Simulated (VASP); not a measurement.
# TiSi2 (Cmcm) in VASP: a series of runs

TiSi2 is run at these levels: PBE; tasks: single point.

Program: VASP 6.6.1. These are calculated values, not measurements. Logs are shortened: lines on timing, memory, paths and dates and some standing lists are left out, and cuts for length are marked.

## 1. The cell of the first run

It takes space group Cmcm (No. 63, orthorhombic). Conventional cell: a = 3.619 Å, b = 12.770 Å, c = 3.651 Å, α = 90.00°, β = 90.00°, γ = 90.00°. Within 3.4 Å of Ti (site symmetry m2m) lie 10 Si at 2.61 to 2.75 Å and 2 Ti at 3.21 Å. Within 3.1 Å of Si (site symmetry m2m) lie 6 Si at 2.37 to 3.05 Å and 6 Ti at 2.63 to 2.75 Å. Si (site symmetry m2m) has 8 Si at 2.57 to 3.05 Å and 4 Ti at 2.61 to 2.62 Å within 3.4 Å.

## 2. Single point, PBE (14.06 Å³/atom)

Contents of INCAR:

```
ALGO = Normal
EDIFF = 1E-7
ENCUT = 520
GGA = PE
ISIF = 2
ISMEAR = 0
LASPH = T
LCHARG = F
LREAL = F
LWAVE = F
NBANDS = 29
NELM = 80
PREC = Accurate
SIGMA = 0.15
```

Contents of KPOINTS:

```
k-points
0
Gamma
  12 12 12
```

Contents of POSCAR:

```
TiSi2
1.0
    1.8094393971     -6.3849098033      0.0000000000
    1.8094393971      6.3849098033      0.0000000000
    0.0000000000      0.0000000000      3.6512254877
Ti Si
2 4
Direct
    0.8968075259      0.1031924741      0.7500000000
    0.1031924741      0.8968075259      0.2500000000
    0.5591373592      0.4408626408      0.7500000000
    0.4408626408      0.5591373592      0.2500000000
    0.2498287182      0.7501712818      0.7500000000
    0.7501712818      0.2498287182      0.2500000000
```

Potentials or basis: VASP PAW PBE potentials, release 64 (Ti_sv, Si).

Run with:

```
$ cat potpaw_PBE.64/Ti_sv/POTCAR potpaw_PBE.64/Si/POTCAR > POTCAR
$ mpirun -np 1 vasp_std > vasp.out
```

OUTCAR:

```text
EDIFF = 1E-7
   ENCUT = 520
   GGA = PE
   ISIF = 2
   ISMEAR = 0
   LASPH = T
   LREAL = F
   NELM = 80
   PREC = Accurate

 ion  position               nearest neighbor table
   1  0.897  0.103  0.750-   5 2.61   5 2.61   6 2.62   6 2.62   4 2.63   4 2.63   4 2.63   4 2.63
                             3 2.75   3 2.75
   2  0.103  0.897  0.250-   6 2.61   6 2.61   5 2.62   5 2.62   3 2.63   3 2.63   3 2.63   3 2.63
                             4 2.75   4 2.75
   3  0.559  0.441  0.750-   4 2.37   4 2.37   2 2.63   2 2.63   2 2.63   2 2.63   1 2.75   1 2.75
                             5 3.03   5 3.03   6 3.05   6 3.05
   4  0.441  0.559  0.250-   3 2.37   3 2.37   1 2.63   1 2.63   1 2.63   1 2.63   2 2.75   2 2.75
                             6 3.03   6 3.03   5 3.05   5 3.05
   5  0.250  0.750  0.750-   6 2.57   6 2.57   6 2.57   6 2.57   1 2.61   1 2.61   2 2.62   2 2.62
                             3 3.03   3 3.03   4 3.05   4 3.05
   6  0.750  0.250  0.250-   5 2.57   5 2.57   5 2.57   5 2.57   2 2.61   2 2.61   1 2.62   1 2.62
                             4 3.03   4 3.03   3 3.05   3 3.05

  LATTYP: Found a base centered orthorhombic cell.
 ALAT       =     3.6188787942
 B/A-ratio  =     3.5286673947
 C/A-ratio  =     1.0089383191

  Lattice vectors:

 A1 = (   1.8094393971,  -6.3849098033,   0.0000000000)
 A2 = (   1.8094393971,   6.3849098033,   0.0000000000)
 A3 = (   0.0000000000,   0.0000000000,   3.6512254877)

Analysis of symmetry for initial positions (statically):
=====================================================================
 Subroutine PRICEL returns:
 Original cell was already a primitive cell.

 Routine SETGRP: Setting up the symmetry group for a
 base centered orthorhombic supercell.

 Subroutine GETGRP returns: Found  8 space group operations
 (whereof  4 operations were pure point group operations)
 out of a pool of  8 trial point group operations.

The static configuration has the point symmetry C_2h.
 The point group associated with its full space group is D_2h.

Analysis of symmetry for dynamics (positions and initial velocities):
=====================================================================
 Subroutine PRICEL returns:
 Original cell was already a primitive cell.

 Routine SETGRP: Setting up the symmetry group for a
 base centered orthorhombic supercell.

 Subroutine GETGRP returns: Found  8 space group operations
 (whereof  4 operations were pure point group operations)
 out of a pool of  8 trial point group operations.

The dynamic configuration has the point symmetry C_2h.
 The point group associated with its full space group is D_2h.

 Subroutine INISYM returns: Found  8 space group operations
 (whereof  4 operations are pure point group operations),
[... 111 lines left out ...]
   ISYM   =      2    0-nonsym 1-usesym 2-fastsym
   POTIM  = 0.5000    time-step for ionic-motion
   TEBEG  =    0.0;   TEEND  =   0.0 temperature during run
   PSTRESS=    0.0 pullay stress
   NELECT =      40.0000    total number of electrons
   NUPDOWN=      -1.0000    fix difference up-down
   EMIN   =  10.00;   EMAX   =-10.00  energy-range for DOS
   EFERMI =   0.00;   METHOD = LEGACY
   ISMEAR =     0;   SIGMA  =   0.15  broadening in eV -4-tet -1-fermi 0-gaus
   EFERMI_NEDOS =   21; number of points for ismear=-14 and -15
   IALGO  =     38    algorithm
   IMIX   =      4    mixing-type and parameters
     AMIX     =   0.40;   BMIX     =  1.00
     AMIX_MAG =   1.60;   BMIX_MAG =  1.00
  volume/ion in A,a.u.               =      14.06        94.89
  Fermi-wavevector in a.u.,A,eV,Ry     =   1.276553  2.412336 22.171901  1.629589
  Thomas-Fermi vector in A             =   2.409203
   LORBIT       =      0    0 simple, 1 ext, 2 COOP (PROOUT), +10 PAW based schemes
   GGA     = PE    functional components
   LHFCALC =     F    Hartree Fock is set to
   AEXX    =    0.0000 exact exchange contribution
   IVDW    =     0    specifies the selected vdW correction
   LEPSILON=     F    determine dielectric tensor
   LRPA    =     F    only Hartree local field effects (RPA)
 non-spin polarized calculation
 Gauss-broadening in eV      SIGMA  =   0.15
  energy-cutoff  :      520.00
  volume of cell :       84.37
 maximum number of plane-waves:      2292
 NGX is ok and might be reduce to    50
   NGX = 25   NGY = 25   NGZ = 13

 number of electron      39.9999996 magnetization

 Free energy of the ion-electron system (eV)
  ---------------------------------------------------
  ext. energy  EPLUGINS =         0.00000000
  ---------------------------------------------------
  free energy    TOTEN  =       -40.50700511 eV

  energy without entropy =      -40.48645156  energy(sigma->0) =      -40.49672834

 E-fermi :  10.6428     XC(G=0): -11.6840

 val. band max:       10.6413771776   @ k =   0.3333   0.0833   0.0000
 cond. band min:      10.6456495398   @ k =  -0.4167   0.3333   0.1667
 fundamental gap:      0.0042723621
 Fermi energy:        10.6427705190

 k-point     1 :       0.0000    0.0000    0.0000
  band No.  band energies     occupation
      1     -46.1027      2.00000
      2     -46.0889      2.00000
      3     -22.4487      2.00000
      4     -22.4415      2.00000
      5     -22.4300      2.00000
      6     -22.4237      2.00000
[... 757 lines left out ...]
     28      13.6503      0.00000
     29      14.7542      0.00000

 [... further k-points ...]

------------------------ aborting loop because EDIFF is reached ----------------------------------------

  FORCE on cell =-STRESS in cart. coord.  units (eV):
  Direction    XX          YY          ZZ          XY          YZ          ZX
  --------------------------------------------------------------------------------------
  -------------------------------------------------------------------------------------
  Total       -1.9448029      7.1814991     -1.8461156      0.0000000      0.0000000      0.0000000
  in kB      -36.9333504    136.3823702    -35.0592010      0.0000000      0.0000000      0.0000000
  external PRESSURE =      21.4632729 kB  Pullay stress =       0.0000000 kB

 VOLUME and BASIS-vectors are now :
 -----------------------------------------------------------------------------
  energy-cutoff  :      520.00
  volume of cell :       84.37
      direct lattice vectors                 reciprocal lattice vectors
     1.809439397 -6.384909803  0.000000000     0.276328680 -0.078309642  0.000000000
     1.809439397  6.384909803  0.000000000     0.276328680  0.078309642  0.000000000
     0.000000000  0.000000000  3.651225488     0.000000000  0.000000000  0.273880647

 POSITION                                       TOTAL-FORCE (eV/Angst)
 -----------------------------------------------------------------------------------
      1.80944     -5.06716      2.73842         0.000000     -0.729608      0.000000
      1.80944      5.06716      0.91281         0.000000      0.729608     -0.000000
      1.80944     -0.75517      2.73842         0.000000     -0.425697     -0.000000
      1.80944      0.75517      0.91281         0.000000      0.425697     -0.000000
      1.80944      3.19464      2.73842         0.000000      0.052871      0.000000
      1.80944     -3.19464      0.91281         0.000000     -0.052871     -0.000000
 -----------------------------------------------------------------------------------
    total drift:                               -0.000000     -0.000000     -0.000000

  FREE ENERGIE OF THE ION-ELECTRON SYSTEM (eV)
  ---------------------------------------------------
  free  energy   TOTEN  =       -40.5070051144 eV

  energy  without entropy=      -40.4864515643  energy(sigma->0) =      -40.49672834
```

OSZICAR:

```text
N       E                     dE             d eps       ncg     rms          rms(c)
DAV:   1     0.390421283811E+03    0.39042E+03   -0.18870E+04 17458   0.146E+03
DAV:   2     0.228414512639E+01   -0.38814E+03   -0.37719E+03 17618   0.428E+02
DAV:   3    -0.405893728754E+02   -0.42874E+02   -0.42012E+02 28743   0.119E+02
DAV:   4    -0.441271240956E+02   -0.35378E+01   -0.35110E+01 24909   0.305E+01
DAV:   5    -0.443239555728E+02   -0.19683E+00   -0.19676E+00 25940   0.621E+00    0.189E+01
DAV:   6    -0.413657844691E+02    0.29582E+01   -0.37752E+01 24115   0.420E+01    0.789E+00
DAV:   7    -0.406034347734E+02    0.76235E+00   -0.94347E+00 23317   0.224E+01    0.578E+00
DAV:   8    -0.405101374570E+02    0.93297E-01   -0.85976E-01 23359   0.694E+00    0.928E-01
DAV:   9    -0.405065617550E+02    0.35757E-02   -0.74331E-02 24771   0.193E+00    0.681E-01
DAV:  10    -0.405078310527E+02   -0.12693E-02   -0.19991E-02 24788   0.107E+00    0.285E-01
DAV:  11    -0.405070037549E+02    0.82730E-03   -0.50118E-03 24215   0.538E-01    0.317E-02
DAV:  12    -0.405070034191E+02    0.33578E-06   -0.21797E-04 24859   0.962E-02    0.157E-02
DAV:  13    -0.405070051138E+02   -0.16946E-05   -0.99974E-06 25694   0.214E-02    0.654E-03
DAV:  14    -0.405070051144E+02   -0.61164E-09   -0.52192E-07 21612   0.463E-03
   1 F= -.40507005E+02 E0= -.40496728E+02  d E =-.205536E-01
```

stdout:

```text
POSCAR found type information on POSCAR TiSi
 POSCAR found :  2 types and       6 ions
 scaLAPACK will be used
 LDA part: xc-table for (Slater+PW92), standard interpolation
 POSCAR, INCAR and KPOINTS ok, starting setup
 FFT: planning ... GRIDC
 FFT: planning ... GRID_SOFT
 FFT: planning ... GRID
 WAVECAR not read
 entering main loop
```

Wall time 9.3 min (1 thread of Intel Xeon 6975P-C (Granite Rapids), shared host); peak memory 0.69 GiB.

Results:

```
Free energy            : -40.5070 eV
Pressure               : 2.1 GPa
Largest force          : 0.730 eV/Å
Band gap on the k mesh : zero (bands 20 and 21 overlap by 0.88 eV)
```

Forces in eV/Å, atoms in the order of the input:
```
Ti   0.000 -0.730  0.000
Ti   0.000  0.730  0.000
Si   0.000 -0.426  0.000
Si   0.000  0.426  0.000
Si   0.000  0.053  0.000
Si   0.000 -0.053  0.000
```

## 3. Single point, PBE (14.06 Å³/atom)

Contents of INCAR:

```
PREC     = Accurate       # precision mode
ENCUT    = 520            # plane-wave cutoff, eV
EDIFF    = 1E-6           # SCF threshold, eV
ISMEAR   = 0              # smearing method
SIGMA    = 0.15           # smearing width, eV
LREAL    = F              # projectors in reciprocal space
LASPH    = T              # aspherical terms in the spheres
NELM     = 100            # most SCF steps
ALGO     = Normal         # electronic algorithm
ISIF     = 2              # what is computed and relaxed
LWAVE    = F              # write WAVECAR
LCHARG   = T              # write CHGCAR
GGA      = PE             # functional
LELF     = T              # ELF
LVHAR    = T            
NBANDS   = 29             # bands
```

Contents of KPOINTS:

```
Automatic mesh
0
Gamma
  12 12 12
```

Edit POSCAR of step 2 so:

```diff
@@ -2,5 +2,5 @@
 1.0
-    1.8094393971     -6.3849098033      0.0000000000
-    1.8094393971      6.3849098033      0.0000000000
-    0.0000000000      0.0000000000      3.6512254877
+    1.7854540542     -6.5576086208      0.0000000000
+    1.7854540542      6.5576086208      0.0000000000
+    0.0000000000      0.0000000000      3.6028260246
 Ti Si
```

Potentials or basis: VASP PAW PBE potentials, release 64 (Ti_sv, Si).

Run with:

```
$ cat potpaw_PBE.64/Ti_sv/POTCAR potpaw_PBE.64/Si/POTCAR > POTCAR
$ mpirun -np 1 vasp_std > vasp.out
```

Wall time 11 min (1 thread of Intel Xeon 6975P-C (Granite Rapids), shared host); peak memory 0.71 GiB.

It converged, with:

```yaml
Free_energy: -40.6868 eV
Pressure: 2.3 GPa
Largest_force: 0.398 eV/Å
Band_gap_on_the_k_mesh: zero (bands 20 and 21 overlap by 0.99 eV)
```

Forces in eV/Å, atoms in the order of the input:
```
Ti   0.000 -0.398  0.000
Ti   0.000  0.398  0.000
Si   0.000 -0.257  0.000
Si   0.000  0.257  0.000
Si   0.000  0.032  0.000
Si   0.000 -0.032  0.000
```

Stress tensor (GPa, compression positive):
```
-0.68  0.00  0.00
 0.00  7.83  0.00
 0.00  0.00 -0.30
```

Levels at points of the mesh, in eV from the Fermi level:
```tsv
k point	band 16	band 17	band 18	band 19	band 20	band 21	band 22	band 23	band 24	band 25
(0.00, 0.00, 0.00)	-2.47	-2.21	-1.99	-1.73	0.40	0.74	0.79	0.88	1.21	1.57
(0.50, 0.00, 0.00)	-2.32	-1.80	-1.22	-0.68	-0.59	-0.57	0.96	1.37	1.55	1.79
(0.50, 0.50, 0.00)	-2.75	-2.64	-2.10	-1.01	0.30	0.57	0.60	0.92	1.23	2.22
(0.00, 0.00, 0.50)	-2.46	-1.48	-1.48	-0.06	-0.06	1.12	1.12	1.45	1.45	1.56
(0.50, 0.00, 0.50)	-4.10	-3.03	-3.03	-2.42	-2.42	1.77	1.77	1.80	1.80	2.66
(0.50, 0.50, 0.50)	-3.22	-2.17	-2.17	-1.02	-1.02	0.49	0.49	1.60	1.60	2.51
```

## 4. Single point, PBE (15.11 Å³/atom)

This run uses another cell than the first one, of 15.11 Å³/atom.

Contents of INCAR:

```
PREC = Accurate ; ENCUT = 520
EDIFF = 1E-6 ; ISMEAR = 0
SIGMA = 0.15 ; LREAL = False
LASPH = True ; NELM = 80
ALGO = Normal ; ISIF = 2
LWAVE = False ; LCHARG = False
GGA = PE ; NBANDS = 29
```

Contents of KPOINTS:

```
regular mesh
0
Gamma
  12 12 12
```

Contents of POSCAR:

```
TiSi2
1.0
    1.8046352400     -6.8991955916      0.0000000000
    1.8046352400      6.8991955916      0.0000000000
    0.0000000000      0.0000000000      3.6415312896
Ti Si
2 4
Direct
    0.8968075258      0.1031924742      0.7500000000
    0.1031924742      0.8968075258      0.2500000000
    0.5591373591      0.4408626409      0.7500000000
    0.4408626409      0.5591373591      0.2500000000
    0.2498287182      0.7501712818      0.7500000000
    0.7501712818      0.2498287182      0.2500000000
```

Run with:

```
$ cat potpaw_PBE.64/Ti_sv/POTCAR potpaw_PBE.64/Si/POTCAR > POTCAR
$ mpirun -np 1 vasp_std > vasp.out
```

Run time: 10 min. Hardware: 1 thread of Intel Xeon 6975P-C (Granite Rapids), shared host; peak memory 0.75 GiB.

Results (log left out):

```
Free energy            : -40.6613 eV
Pressure               : -6.4 GPa
Largest force          : 0.136 eV/Å
Band gap on the k mesh : zero (bands 20 and 21 overlap by 0.94 eV)
```

Forces on the atoms (eV/Å):
```
Ti   0.000  0.129  0.000
Ti   0.000 -0.129  0.000
Si   0.000  0.136  0.000
Si   0.000 -0.136  0.000
Si   0.000 -0.004  0.000
Si   0.000  0.004  0.000
```

Stress tensor (GPa, compression positive):
```
-6.46  0.00  0.00
 0.00 -5.49  0.00
 0.00  0.00 -7.28
```

Levels at points of the mesh, in eV from the Fermi level:
```tsv
k point	band 17	band 18	band 19	band 20	band 21	band 22	band 23	band 24
(0.00, 0.00, 0.00)	-2.05	-1.97	-1.97	0.44	0.48	0.76	0.85	1.26
(0.50, 0.00, 0.00)	-1.56	-1.38	-0.58	-0.52	-0.49	1.02	1.29	1.51
(0.50, 0.50, 0.00)	-2.31	-1.87	-1.09	0.38	0.62	0.71	0.84	0.86
(0.00, 0.00, 0.50)	-1.48	-1.48	-0.05	-0.05	0.78	0.78	1.44	1.44
(0.50, 0.00, 0.50)	-3.09	-3.09	-2.29	-2.29	1.61	1.61	1.72	1.72
(0.50, 0.50, 0.50)	-1.93	-1.93	-0.80	-0.80	0.39	0.39	1.53	1.53
```

Caveat: the cell stands under tension.

## 5. Single point, PBE (15.50 Å³/atom)

This run uses another cell than the first one, of 15.50 Å³/atom.

Edit INCAR of step 4 so:

```diff
@@ -3,3 +3,3 @@
 SIGMA = 0.15 ; LREAL = False
-LASPH = True ; NELM = 80
+LASPH = True ; NELM = 60
 ALGO = Normal ; ISIF = 2
```

KPOINTS is that of step 4.

Edit POSCAR of step 4 so:

```diff
@@ -2,5 +2,5 @@
 1.0
-    1.8046352400     -6.8991955916      0.0000000000
-    1.8046352400      6.8991955916      0.0000000000
-    0.0000000000      0.0000000000      3.6415312896
+    1.8360544388     -6.8340026458      0.0000000000
+    1.8360544388      6.8340026458      0.0000000000
+    0.0000000000      0.0000000000      3.7049313568
 Ti Si
```

Run with:

```
$ cat potpaw_PBE.64/Ti_sv/POTCAR potpaw_PBE.64/Si/POTCAR > POTCAR
$ mpirun -np 1 vasp_std > vasp.out
```

It took 8.7 min on 1 thread of Intel Xeon 6975P-C (Granite Rapids), shared host; peak memory 0.75 GiB.

It converged, with:

* Free energy: -40.5085 eV
* Pressure: -9.3 GPa
* Largest force: 0.088 eV/Å
* Band gap on the k mesh: zero (bands 20 and 21 overlap by 0.90 eV)

Forces on the atoms (eV/Å):
```
Ti   0.000  0.017  0.000
Ti   0.000 -0.017  0.000
Si   0.000  0.088  0.000
Si   0.000 -0.088  0.000
Si   0.000  0.003  0.000
Si   0.000 -0.003  0.000
```

Stress tensor (GPa, compression positive):
```
-10.78   0.00   0.00
  0.00  -5.06   0.00
  0.00   0.00 -11.96
```

Levels at points of the mesh, in eV from the Fermi level:
| k point | band 17 | band 18 | band 19 | band 20 | band 21 | band 22 | band 23 | band 24 |
| --- | --- | --- | --- | --- | --- | --- | --- | --- |
| (0.00, 0.00, 0.00) | -2.04 | -1.86 | -1.84 | 0.37 | 0.39 | 0.72 | 0.82 | 1.15 |
| (0.50, 0.00, 0.00) | -1.57 | -1.22 | -0.57 | -0.51 | -0.49 | 0.77 | 1.15 | 1.38 |
| (0.50, 0.50, 0.00) | -2.30 | -1.96 | -0.96 | 0.32 | 0.56 | 0.60 | 0.79 | 0.81 |
| (0.00, 0.00, 0.50) | -1.33 | -1.33 | -0.06 | -0.06 | 0.89 | 0.89 | 1.38 | 1.38 |
| (0.50, 0.00, 0.50) | -2.93 | -2.93 | -2.21 | -2.21 | 1.55 | 1.55 | 1.60 | 1.60 |
| (0.50, 0.50, 0.50) | -1.95 | -1.95 | -0.86 | -0.86 | 0.34 | 0.34 | 1.41 | 1.41 |

Caveat: the cell stands under tension.

## 6. The runs side by side

```tsv
cell	gap on the mesh (eV)	pressure (GPa)	largest force (eV/Å)
a = 6.636, b = 6.636, c = 3.651 Å, angles 90.0, 90.0, 148.4°, 6 atoms	none	2.1	0.73
a = 6.796, b = 6.796, c = 3.603 Å, angles 90.0, 90.0, 149.5°, 6 atoms	none	2.3	0.40
a = 7.131, b = 7.131, c = 3.642 Å, angles 90.0, 90.0, 150.7°, 6 atoms	none	-6.4	0.14
a = 7.076, b = 7.076, c = 3.705 Å, angles 90.0, 90.0, 149.9°, 6 atoms	none	-9.3	0.09
```

Alike in all rows: task single point; level PBE; potentials or basis VASP PAW PBE potentials, release 64 (Ti_sv, Si); no spin polarisation; k mesh 12 × 12 × 12; cutoff (eV) 520; smearing gaussian 0.15 eV.

Caveats: the cell stands under tension (at least some runs).

Total energies depend on the potentials used, so only differences within one code and one set of settings carry meaning.
